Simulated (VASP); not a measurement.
# HfO2 in VASP: single point with PBE+D3(BJ)

Aim: the single point of HfO2 with PBE+D3(BJ).

Everything below comes from runs of VASP 6.6.1. Logs are shortened: lines on timing, memory, paths and dates and some standing lists are left out, and cuts for length are marked.

**1. The cell of the first run**

The cell holds a slab with vacuum, 36 atoms: a = 7.174 Å, b = 7.174 Å, c = 26.072 Å, α = 90.00°, β = 90.00°, γ = 120.00°.

**2. Single point, PBE+D3(BJ)**

Input file INCAR:

```
SYSTEM = HfO2
PREC = Accurate
ENCUT = 520
EDIFF = 1E-7
ISMEAR = 0
SIGMA = 0.05
LREAL = Auto
LASPH = .True.
NELM = 80
ALGO = Normal
ISIF = 2
LWAVE = .False.
LCHARG = .False.
LDIPOL = .True.
IDIPOL = 3
DIPOL = 0.5 0.5 0.447
GGA = PE
IVDW = 12
NBANDS = 156
```

Input file KPOINTS:

```
regular mesh
0
Gamma
  3 3 1
  0 0 0
```

Input file POSCAR:

```
HfO2
1.0
    7.1741418973      0.0000000000      0.0000000000
   -3.5870709486      6.2129891334      0.0000000000
    0.0000000000      0.0000000000     26.0720779128
O Hf
24 12
Direct
    0.5000000000      0.5000000000      0.3068416728
    0.5000000000      0.0000000000      0.3068416728
    0.0000000000      0.5000000000      0.3068416728
    0.0000000000      0.0000000000      0.3068416728
    0.6666666667      0.3333333333      0.3630096387
    0.6666666666      0.8333333333      0.3630096387
    0.1666666667      0.3333333333      0.3630096387
    0.1666666667      0.8333333333      0.3630096387
    0.8333333334      0.6666666667      0.4191776046
    0.8333333334      0.1666666667      0.4191776046
    0.3333333334      0.6666666667      0.4191776046
    0.3333333334      0.1666666667      0.4191776046
   -0.0000110262      0.4999779476      0.4754710829
    0.0009666001      0.0005258408      0.4755259811
    0.4993910684      0.4987821367      0.4755431699
    0.4995592407      0.0005258408      0.4755259811
    0.1657625697      0.8315251393      0.5298571756
    0.1657200786      0.3342232233      0.5299629429
    0.6665321652      0.8330643304      0.5290768358
    0.6685031448      0.3342232233      0.5299629429
    0.3363608521      0.6684820190      0.5884352186
    0.3331949144      0.1663898289      0.5881836444
    0.8321211668      0.6684820190      0.5884352186
    0.8313652911      0.1627305821      0.5884617539
    0.3333333334      0.1666666667      0.3349256558
    0.3333333334      0.6666666667      0.3349256558
    0.8333333334      0.1666666667      0.3349256558
    0.8333333334      0.6666666667      0.3349256558
    0.6667600441      0.3333336818      0.4470386055
    0.6666689688      0.8333379375      0.4468701180
    0.1665736377      0.3333336818      0.4470386055
    0.1666276785      0.8332553569      0.4469879722
    0.0000997007      0.5001994014      0.5581754911
   -0.0008110278     -0.0006894711      0.5578397806
    0.5002462498      0.5004924996      0.5578638535
    0.5001215566     -0.0006894711      0.5578397806
```

Potentials or basis: VASP PAW PBE potentials, release 64 (O, Hf_pv).

Started as:

```bash
> cat potpaw_PBE.64/O/POTCAR potpaw_PBE.64/Hf_pv/POTCAR > POTCAR
> mpirun -np 1 vasp_std > vasp.out
```

OUTCAR:

```text
SYSTEM = HfO2
   PREC = Accurate
   ENCUT = 520
   EDIFF = 1E-7
   ISMEAR = 0
   LREAL = Auto
   LASPH = .True.
   NELM = 80
   ISIF = 2
   GGA = PE
   IVDW = 12
 IVDW          = 12

 ion  position               nearest neighbor table
   1  0.500  0.500  0.307-  26 2.20  25 2.20  28 2.20
   2  0.500  0.000  0.307-  25 2.20  26 2.20  27 2.20
   3  0.000  0.500  0.307-  28 2.20  27 2.20  26 2.20
   4  0.000  0.000  0.307-  27 2.20  28 2.20  25 2.20
   5  0.667  0.333  0.363-  29 2.19  27 2.20  25 2.20  28 2.20
   6  0.667  0.833  0.363-  30 2.19  26 2.20  28 2.20  27 2.20
   7  0.167  0.333  0.363-  31 2.19  25 2.20  27 2.20  26 2.20
   8  0.167  0.833  0.363-  32 2.19  26 2.20  28 2.20  25 2.20
   9  0.833  0.667  0.419-  30 2.19  32 2.19  29 2.19  28 2.20
  10  0.833  0.167  0.419-  30 2.19  31 2.19  29 2.19  27 2.20
[... 24 lines left out ...]
  30  0.667  0.833  0.447-  19 2.14   6 2.19  10 2.19   9 2.19  11 2.19  14 2.21  16 2.21  15 2.21
                            34 3.56  36 3.56  35 3.56  27 3.58  28 3.58  26 3.58  31 3.59  29 3.59
  31  0.167  0.333  0.447-  18 2.16   7 2.19  10 2.19  11 2.19  12 2.20  14 2.20  15 2.20  13 2.20
                            35 3.56  34 3.56  33 3.56  27 3.58  26 3.58  25 3.58  29 3.59  32 3.59
  32  0.167  0.833  0.447-  17 2.16   8 2.19  11 2.19   9 2.19  12 2.19  16 2.20  14 2.20  13 2.20
                            36 3.56  34 3.56  33 3.56  26 3.58  28 3.58  25 3.58  31 3.59  29 3.59
  33  0.000  0.500  0.558-  13 2.16  17 2.19  20 2.19  18 2.19  21 2.23  23 2.23  24 2.24  31 3.56
                            29 3.56  32 3.56  36 3.58  34 3.58  35 3.59  35 3.59  34 3.59  36 3.59
  34  0.999  0.999  0.558-  14 2.15  19 2.20  17 2.20  18 2.20  23 2.20  24 2.21  22 2.22  30 3.56
                            32 3.56  31 3.56  35 3.58  36 3.58  33 3.58  33 3.59  36 3.59  35 3.60
  35  0.500  0.500  0.558-  15 2.15  19 2.20  18 2.20  20 2.20  23 2.21  21 2.21  22 2.22  29 3.56
                            31 3.56  30 3.56  34 3.58  36 3.58  33 3.59  33 3.59  36 3.60  34 3.60
  36  0.500  0.999  0.558-  16 2.15  19 2.20  17 2.20  20 2.20  21 2.20  24 2.21  22 2.22  30 3.56
                            32 3.56  29 3.56  35 3.58  34 3.58  33 3.58  33 3.59  34 3.59  35 3.60

  LATTYP: Found a hexagonal cell.
 ALAT       =     7.1741418973
 C/A-ratio  =     3.6341737153

  Lattice vectors:

 A1 = (   7.1741418973,   0.0000000000,   0.0000000000)
 A2 = (  -3.5870709486,   6.2129891334,   0.0000000000)
 A3 = (   0.0000000000,   0.0000000000,  26.0720779128)

Analysis of symmetry for initial positions (statically):
=====================================================================
 Subroutine PRICEL returns:
 Original cell was already a primitive cell.

 Routine SETGRP: Setting up the symmetry group for a
 hexagonal supercell.

 Subroutine GETGRP returns: Found  2 space group operations
 (whereof  1 operations were pure point group operations)
 out of a pool of 24 trial point group operations.

The static configuration has the point symmetry C_1 .
 The point group associated with its full space group is C_1h.

Analysis of symmetry for dynamics (positions and initial velocities):
=====================================================================
 Subroutine PRICEL returns:
 Original cell was already a primitive cell.

 Routine SETGRP: Setting up the symmetry group for a
 hexagonal supercell.

 Subroutine GETGRP returns: Found  2 space group operations
 (whereof  1 operations were pure point group operations)
 out of a pool of 24 trial point group operations.

The dynamic configuration has the point symmetry C_1 .
 The point group associated with its full space group is C_1h.

 Subroutine INISYM returns: Found  2 space group operations
 (whereof  1 operations are pure point group operations),
 and found     1 'primitive' translations

----------------------------------------------------------------------------------------

                                     Primitive cell

  volume of cell :    1162.1072

  direct lattice vectors                    reciprocal lattice vectors
     7.174141897  0.000000000  0.000000000     0.139389493  0.080476561  0.000000000
    -3.587070949  6.212989133  0.000000000     0.000000000  0.160953122  0.000000000
     0.000000000  0.000000000 26.072077913     0.000000000  0.000000000  0.038355209

  length of vectors
     7.174141897  7.174141897 26.072077913     0.160953122  0.160953122  0.038355209

  position of ions in fractional coordinates (direct lattice)
     0.500000000  0.500000000  0.306841673
     0.500000000  0.000000000  0.306841673
     0.000000000  0.500000000  0.306841673
     0.000000000  0.000000000  0.306841673
     0.666666667  0.333333333  0.363009639
     0.666666667  0.833333333  0.363009639
[... 28 lines left out ...]
     0.500246250  0.500492500  0.557863854
[... 56 lines left out ...]
  Length of vectors
     0.053651041  0.053651041  0.038355209

  Shift w.r.t. Gamma in fractional coordinates (k-lattice)
     0.000000000  0.000000000  0.000000000

 Subroutine IBZKPT returns following result:
 ===========================================

 Found      4 irreducible k-points:

 Following reciprocal coordinates:
            Coordinates               Weight
  0.000000  0.000000  0.000000      1.000000
  0.333333 -0.000000  0.000000      4.000000
  0.000000  0.333333  0.000000      2.000000
  0.333333  0.333333  0.000000      2.000000
   k-points           NKPTS =      4   k-points in BZ     NKDIM =      4   number of bands    NBANDS=    156
   number of dos      NEDOS =    301   number of ions     NIONS =     36
   total plane-waves  NPLWV = 571536
   dimension x,y,z NGX =    54 NGY =   54 NGZ =  196
   dimension x,y,z NGXF=   108 NGYF=  108 NGZF=  392
   ions per type =              24  12
   NGX,Y,Z   is equivalent  to a cutoff of  12.51, 12.51, 12.50 a.u.
   NGXF,Y,Z  is equivalent  to a cutoff of  25.03, 25.03, 25.00 a.u.
 SYSTEM =  HfO2
   PREC   = accura    normal or accurate (medium, high low for compatibility)
   ISTART =      0    job   : 0-new  1-cont  2-samecut
   ICHARG =      2    charge: 1-file 2-atom 10-const
   ISPIN  =      1    spin polarized calculation?
   LNONCOLLINEAR =      F non collinear calculations
   LSORBIT =      F    spin-orbit coupling
   LASPH  =      T    aspherical Exc in radial PAW
   ENCUT  =  520.0 eV  38.22 Ry    6.18 a.u.  13.34 13.34 48.48*2*pi/ulx,y,z
   NELM   =     80;   NELMIN=  2; NELMDL= -5     # of ELM steps
   EDIFF  = 0.1E-06   stopping-criterion for ELM
   LREAL  =      T    real-space projection
   EDIFFG = 0.1E-05   stopping-criterion for IOM
   NSW    =      0    number of steps for IOM
   IBRION =     -1    ionic relax: 0-MD 1-quasi-New 2-CG
   NFREE  =      0    steps in history (QN), initial steepest desc. (CG)
   ISIF   =      2    stress and relaxation
   ISYM   =      2    0-nonsym 1-usesym 2-fastsym
   POTIM  = 0.5000    time-step for ionic-motion
   TEBEG  =    0.0;   TEEND  =   0.0 temperature during run
   PSTRESS=    0.0 pullay stress
   NELECT =     264.0000    total number of electrons
   NUPDOWN=      -1.0000    fix difference up-down
   EMIN   =  10.00;   EMAX   =-10.00  energy-range for DOS
   EFERMI =   0.00;   METHOD = LEGACY
   ISMEAR =     0;   SIGMA  =   0.05  broadening in eV -4-tet -1-fermi 0-gaus
   EFERMI_NEDOS =   21; number of points for ismear=-14 and -15
   IALGO  =     38    algorithm
   IMIX   =      4    mixing-type and parameters
     AMIX     =   0.40;   BMIX     =  1.00
     AMIX_MAG =   1.60;   BMIX_MAG =  1.00
  volume/ion in A,a.u.               =      32.28       217.84
  Fermi-wavevector in a.u.,A,eV,Ry     =   0.998912  1.887671 13.576247  0.997826
  Thomas-Fermi vector in A             =   2.131168
   LORBIT       =      0    0 simple, 1 ext, 2 COOP (PROOUT), +10 PAW based schemes
   GGA     = PE    functional components
   LHFCALC =     F    Hartree Fock is set to
   AEXX    =    0.0000 exact exchange contribution
   IVDW    =    12    specifies the selected vdW correction
   LEPSILON=     F    determine dielectric tensor
   LRPA    =     F    only Hartree local field effects (RPA)
 non-spin polarized calculation
 Gauss-broadening in eV      SIGMA  =   0.05
  energy-cutoff  :      520.00
  volume of cell :     1162.11
 maximum number of plane-waves:     31279
 NGX is ok and might be reduce to    54
   NGX = 27   NGY = 27   NGZ = 97

 dipolmoment           0.000000      0.000000     -0.000001 electrons x Angstroem

 number of electron     264.0000031 magnetization

 dipolmoment           0.000000      0.000000      0.136221 electrons x Angstroem

 Free energy of the ion-electron system (eV)
  ---------------------------------------------------
  ext. energy  EPLUGINS =         0.00000000
  ---------------------------------------------------
  free energy    TOTEN  =      -357.96925236 eV

  energy without entropy =     -357.96925236  energy(sigma->0) =     -357.96925236

 E-fermi :  -2.7298     XC(G=0):  -4.5691

 val. band max:       -3.0263988481   @ k =   0.0000   0.0000   0.0000
 cond. band min:       1.1397252315   @ k =   0.0000   0.0000   0.0000
 fundamental gap:      4.1661240796
 Fermi energy:        -2.7298347069

 k-point     1 :       0.0000    0.0000    0.0000
  band No.  band energies     occupation
      1     -33.1052      2.00000
      2     -33.1048      2.00000
      3     -33.1032      2.00000
      4     -33.0800      2.00000
      5     -33.0142      2.00000
      6     -33.0124      2.00000
[... 577 lines left out ...]
    143       1.7858      0.00000
    144       1.9230      0.00000
 [bands above 144 left out]

------------------------ aborting loop because EDIFF is reached ----------------------------------------

 vacuum level on the upper side and lower side of the slab       (xc-potential included)         0.183        -0.355

 Edisp (eV)   -6.36305

 E8    (eV) :    -2.8508

  FORCE on cell =-STRESS in cart. coord.  units (eV):
  Direction    XX          YY          ZZ          XY          YZ          ZX
  --------------------------------------------------------------------------------------
  -------------------------------------------------------------------------------------
  Total     -37.95882   -37.92825    -8.21648    -0.00000     0.05115     0.00000
  in kB     -52.33317   -52.29102   -11.32792    -0.00000     0.07052     0.00000
  external pressure =      -38.65 kB  Pullay stress =        0.00 kB

 VOLUME and BASIS-vectors are now :
 -----------------------------------------------------------------------------
  energy-cutoff  :      520.00
  volume of cell :     1162.11
      direct lattice vectors                 reciprocal lattice vectors
     7.174141897  0.000000000  0.000000000     0.139389493  0.080476561  0.000000000
    -3.587070949  6.212989133  0.000000000     0.000000000  0.160953122  0.000000000
     0.000000000  0.000000000 26.072077913     0.000000000  0.000000000  0.038355209

 POSITION                                       TOTAL-FORCE (eV/Angst)
 -----------------------------------------------------------------------------------
      1.79354      3.10649      8.00000         0.000000      0.002979     -0.590091
      3.58707      0.00000      8.00000         0.001816     -0.001931     -0.589857
     -1.79354      3.10649      8.00000         0.000000      0.000871     -0.591731
      0.00000      0.00000      8.00000        -0.001816     -0.001931     -0.589857
      3.58707      2.07100      9.46442         0.009051      0.005085      0.249952
      1.79354      5.17749      9.46442        -0.000000     -0.000347      0.207497
[... 28 lines left out ...]
      1.79354      3.10955     14.54467        -0.000000     -0.033201     -0.144560
      0.00335      6.20871     14.54404        -0.002348      0.034746     -0.110752
 -----------------------------------------------------------------------------------
    total drift:                                0.000009     -0.001084      0.035470

  FREE ENERGIE OF THE ION-ELECTRON SYSTEM (eV)
  ---------------------------------------------------
  free  energy   TOTEN  =      -364.3323020765 eV

  energy  without entropy=     -364.3323020765  energy(sigma->0) =     -364.33230208

 vacuum level on the upper side and lower side of the slab         3.818         3.270
```

Run time: 47 min. Hardware: 1 thread of Intel Xeon Platinum 8488C (Sapphire Rapids), shared host; peak memory 1.3 GiB.

Results:

```yaml
Free_energy: -364.3323 eV
Largest_force: 1.067 eV/Å
Band_gap_on_the_k_mesh: 4.17 eV
Dispersion_energy_per_atom: -0.177 eV
```

Forces on the atoms (eV/Å):
```
O    0.000  0.003 -0.590
O    0.002 -0.002 -0.590
O    0.000  0.001 -0.592
O   -0.002 -0.002 -0.590
O    0.009  0.005  0.250
O    0.000  0.000  0.207
O   -0.009  0.005  0.250
O    0.000 -0.011  0.245
O   -0.031  0.017 -0.426
O    0.000 -0.038 -0.430
O    0.031  0.017 -0.426
O    0.000 -0.004 -0.494
O    0.000 -0.002  0.004
O    0.002  0.001 -0.002
O    0.000  0.002  0.000
O   -0.002  0.001 -0.002
O    0.000 -0.023 -0.007
O   -0.004  0.014 -0.007
O    0.000 -0.015 -0.007
O    0.004  0.014 -0.007
O   -0.065 -0.055 -0.055
O    0.000  0.007 -0.138
O    0.065 -0.055 -0.055
O    0.000  0.107 -0.072
Hf   0.000  0.003  1.067
Hf  -0.002 -0.004  1.039
Hf   0.000  0.005  1.041
Hf   0.002 -0.004  1.039
Hf  -0.007 -0.002  0.018
Hf   0.000 -0.002  0.009
Hf   0.007 -0.002  0.018
Hf   0.000  0.007  0.017
Hf   0.000 -0.023 -0.348
Hf   0.002  0.035 -0.111
Hf   0.000 -0.033 -0.145
Hf  -0.002  0.035 -0.111
```

Caveat: spin-orbit coupling is left out, which moves the levels of the heavy elements.
